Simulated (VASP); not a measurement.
Here is a VASP 6.6.1 calculation.

File INCAR:

```
  ALGO = Normal
  EDIFF = 1E-6
  ENCUT = 520
  GGA = PS
  ISIF = 2
  ISMEAR = 0
  LASPH = T
  LCHARG = T
  LELF = T
  LREAL = F
  LVHAR = T
  LWAVE = F
  NBANDS = 11
  NELM = 60
  PREC = Accurate
  SIGMA = 0.05
```

Contents of KPOINTS:

```
k-points
0
Gamma
  12 12 12
```

Contents of POSCAR:

```
SiC
1.0
    0.0000000000      2.0000800000      2.1740000000
    2.0000800000      0.0000000000      2.1740000000
    2.0000800000      2.0000800000      0.0000000000
Si C
1 1
Direct
    0.0000000000      0.0000000000      0.0000000000
    0.7500000000      0.7500000000      0.7500000000
```

Potentials or basis: VASP PAW PBE potentials, release 64 (Si, C).

Run with:

```bash
$ cat potpaw_PBE.64/Si/POTCAR potpaw_PBE.64/C/POTCAR > POTCAR
$ mpirun -np 1 vasp_std > vasp.out
```

Task: Estimate the pressure.

Result: 52.9 GPa.

Task: Estimate the band gap on the k mesh.

Result: 0.53 eV, indirect (least direct gap 4.51 eV).

Stress tensor (GPa, compression positive):
```
61.48  0.00  0.00
 0.00 61.48  0.00
 0.00  0.00 35.87
```

Caveat: the cell differs from its parent crystal (strain -0.080 along x and y, +0.000 along z); the PAW data sets were made with another functional, which shifts forces and pressure a little. A k mesh can miss the band edges.
